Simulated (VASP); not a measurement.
Set up this calculation in VASP 6.6.1, as the native input.

```
Task                   : single point
Functional             : PBE
Potentials or basis    : VASP PAW PBE potentials, release 64 (Ag, Pb_d)
Cutoff                 : 520 eV
k mesh                 : 16 × 16 × 16
Occupations            : gaussian, width 0.1 eV
Spin                   : no spin polarisation
Dipole correction      : no
Further INCAR settings : ALGO = Fast; EDIFF = 1e-07; NBANDS = 26
```

The structure of AgPb2 lies in POSCAR:

```
AgPb2
1.0
   -1.7282004723      1.7282004723      6.7670600582
    1.7282004723     -1.7282004723      6.7670600582
    1.7282004723      1.7282004723     -6.7670600582
Ag Pb
1 2
Direct
    0.0000000000      0.0000000000      0.0000000000
    0.6465880241      0.6465880241      0.0000000000
    0.3534119759      0.3534119759      0.0000000000
```

These files were run (other wordings do the same):

INCAR

```
SYSTEM = AgPb2
ALGO = Fast
EDIFF = 1E-7
ENCUT = 520
GGA = PE
ISIF = 2
ISMEAR = 0
LASPH = .TRUE.
LCHARG = .TRUE.
LELF = .TRUE.
LREAL = .FALSE.
LVHAR = .TRUE.
LWAVE = .FALSE.
NBANDS = 26
NELM = 100
PREC = Accurate
SIGMA = 0.1
```

KPOINTS

```
k-points
0
G
  16 16 16
  0 0 0
```

Potentials or basis: VASP PAW PBE potentials, release 64 (Ag, Pb_d).

The run is started by

```bash
$ cat potpaw_PBE.64/Ag/POTCAR potpaw_PBE.64/Pb_d/POTCAR > POTCAR
$ mpirun -np 1 vasp_std > vasp.out
```

Results of the run:

| Item | Value |
| --- | --- |
| Pressure | 0.0 GPa |
| Largest force | 0.006 eV/Å |
| Band gap on the k mesh | zero (an odd number of electrons rules out a gap without spin polarisation) |

Caveat: spin-orbit coupling is left out, which moves the levels of the heavy elements.

Wall time 32 min on 1 thread of Intel(R) Xeon(R) 6975P-C (Granite Rapids) (shared host), peak memory 0.91 GiB.
